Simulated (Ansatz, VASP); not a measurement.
# One calculation of TePd, two programs

```
Pd Te
1.0
     0.00000    2.48610    2.48610
     2.48610    0.00000    2.48610
     2.48610    2.48610    0.00000
Pd Te
1 1
Direct
  0.00000 0.00000 0.00000
  0.25000 0.25000 0.25000
```

Change from the starting cell: volume scaled by 0.6, LAPW.

Alike in both runs: task single point; functional LDA; k mesh 12 × 12 × 12; occupations fermi-dirac, width 0.1 eV; no spin polarisation.

```csv
,VASP,Ansatz
version,VASP 6.6.1,Ansatz 0.2.0
potentials or method,"VASP PAW LDA potentials, release 64 (Pd, Te), cutoff 520 eV","all-electron LAPW, scalar-relativistic"
```

|  | VASP | Ansatz | Ansatz less VASP |
| --- | --- | --- | --- |
| pressure (GPa) | 157.8 | 159.3 | +1.44 |

LDA's correlation is that of Perdew and Zunger in VASP and of Perdew and Wang (1992) in Ansatz. Both programs put the cell under a high pressure, so it lies far from rest at this level. Ansatz ran all-electron here, and VASP with PAW potentials.

Spin-orbit coupling is off throughout. Noted on VASP's run: the cell as given lies far from equilibrium.
